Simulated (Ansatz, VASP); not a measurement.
## Two plane-wave programs on CdS

The input INCAR:

```
SYSTEM = CdS
ALGO = Normal ; EDIFF = 1E-6
ENCUT = 500 ; GGA = PE
GGA_COMPAT = .FALSE. ; ISIF = 2
ISMEAR = 0 ; LASPH = .TRUE.
LCHARG = .FALSE. ; LREAL = .FALSE.
LWAVE = .FALSE. ; NBANDS = 16
NELM = 120 ; PREC = Accurate
SIGMA = 0.01
```

KPOINTS

```
k-points
0
G
  6 6 6
  0 0 0
```

File POSCAR:

```
CdS
1.0
    0.0000000000      3.0214109059      3.0214109059
    3.0214109059      0.0000000000      3.0214109059
    3.0214109059      3.0214109059      0.0000000000
Cd S
1 1
Direct
    0.0000000000      0.0000000000      0.0000000000
    0.2500000000      0.2500000000      0.2500000000
```

Input for Ansatz:

```yaml
crystal:
  lattice:
    - [0.0, 3.0214109059, 3.0214109059]
    - [3.0214109059, 0.0, 3.0214109059]
    - [3.0214109059, 3.0214109059, 0.0]
  atoms:
    - { symbol: Cd, position: [0.0, 0.0, 0.0] }
    - { symbol: S, position: [0.25, 0.25, 0.25] }
kpoints:
  mp_grid: { grid: [6, 6, 6] }
hamiltonian:
  xc: pbe
scf:
  occupations: { method: fixed }
  n_extra_bands: 4
output:
  forces: true
  stress: true
  eigenvalues: true
```

Alike in both runs: task single point; functional PBE; k mesh 6 × 6 × 6; no spin polarisation.

```csv
,VASP,Ansatz
version,VASP 6.6.1,Ansatz 0.2.0
potentials or method,"VASP PAW PBE potentials, release 64 (Cd, S)","plane waves, PAW"
plane-wave cutoff (eV),500,420
occupations,"gaussian, width 0.01 eV",fixed
valence electrons in the cell,18,26
```

Ansatz gave:

- gap on the k mesh at the Fermi level (eV): 0.91
- pressure (GPa): -2.7

Task: Estimate VASP's values.

Result: gap on the k mesh at the Fermi level (eV): 0.91; pressure (GPa): -2.5.

VASP's potentials hold 18 valence electrons a cell and Ansatz's 26, so a difference there can come from the potentials and not from the codes.
